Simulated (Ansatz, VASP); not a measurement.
SnSe2: VASP beside Ansatz

```
Sn Se
1.0
     3.91003    0.00000    0.00000
    -1.95502    3.38619    0.00000
     0.00000    0.00000    6.29545
Sn Se
1 2
Direct
  0.00000 0.00000 0.00000
  0.33333 0.66667 0.24900
  0.66667 0.33333 0.75100
```

Alike in both runs: task single point; functional PBEsol; k mesh 12 × 12 × 4; no spin polarisation.

|  | VASP | Ansatz |
| --- | --- | --- |
| version | VASP 6.6.1 | Ansatz 0.2.0 |
| potentials or method | VASP PAW PBE potentials, release 64 (Sn_d, Se), cutoff 520 eV | plane waves, PAW |
| occupations | gaussian, width 0.01 eV | fixed |
| valence electrons in the cell | 26 | 46 |

VASP gave:

| Quantity | Value |
| --- | --- |
| pressure (GPa) | -2.3 |
| traceless stress, the component that is largest in VASP (GPa) | 1.33 |

What did Ansatz give for the same quantities?

Pressure (GPa): -2.4; traceless stress, the component that is largest in VASP (GPa): 1.33.

VASP's potentials were made for PBE, not for PBEsol. VASP's potentials hold 26 valence electrons a cell and Ansatz's 46, so a difference there can come from the potentials and not from the codes.
